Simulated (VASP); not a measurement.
Write the native input for VASP 6.6.1 that does the following.

```
Task                   : relaxation of cell and atoms
Functional             : PBE
Potentials or basis    : VASP PAW PBE potentials, release 64 (In_d, P)
Cutoff                 : 600 eV
k mesh                 : 6 × 6 × 6
Occupations            : gaussian, width 0.1 eV
Spin                   : no spin polarisation
Dipole correction      : no
Further INCAR settings : ALGO = Normal; EDIFF = 1e-06; IBRION = 2; EDIFFG = -0.04; NSW = 90; ISIF = 3
```

The structure of InP2 lies in POSCAR:

```
InP2
1.0
    1.8721944200      1.0809119500      4.8013648800
   -1.8721944200      1.0809119500      4.8013648800
    0.0000000000     -2.1618239000      4.8013648800
In P
1 2
Direct
    0.0000000000      0.0000000000      0.0000000000
    0.4160641100      0.4160641100      0.4160641100
    0.5839358900      0.5839358900      0.5839358900
```

These files were run (other wordings do the same):

INCAR

```
ALGO     = Normal         # electronic algorithm
EDIFF    = 1E-6           # SCF threshold, eV
EDIFFG   = -0.04          # ionic threshold
ENCUT    = 600            # plane-wave cutoff, eV
GGA      = PE             # functional
IBRION   = 2              # ionic algorithm
ISIF     = 3              # what is computed and relaxed
ISMEAR   = 0              # smearing method
LASPH    = T              # aspherical terms in the spheres
LCHARG   = F              # write CHGCAR
LREAL    = F              # projectors in reciprocal space
LWAVE    = F              # write WAVECAR
NELM     = 60             # most SCF steps
NSW      = 90             # ionic steps
PREC     = Accurate       # precision mode
SIGMA    = 0.1            # smearing width, eV
```

KPOINTS

```
k-points
0
Gamma
  6 6 6
```

Potentials or basis: VASP PAW PBE potentials, release 64 (In_d, P).

The run is started by

```sh
$ cat potpaw_PBE.64/In_d/POTCAR potpaw_PBE.64/P/POTCAR > POTCAR
$ mpirun -np 1 vasp_std > vasp.out
```

It gave:

```json
{
  "Relaxed volume": "23.46 Å³/atom",
  "Relaxed cell": "a = 5.352 Å, b = 5.352 Å, c = 5.352 Å, α = 45.24°, β = 45.24°, γ = 45.24°",
  "Space group after relaxing (to 0.05 Å)": "R-3m (No. 166)",
  "Energy gained by relaxing": "543.3 meV/atom",
  "Ionic steps": "7",
  "Pressure after relaxing": "-0.2 GPa",
  "Largest force after relaxing": "0.003 eV/Å"
}
```

Caveat: the volume moved by over 15 % at a fixed basis, so the end points are rough.

Run time: 4 min on 1 thread of AMD EPYC 7R43 64-Core Processor (Zen 3), on a shared host, peak memory 0.26 GiB.
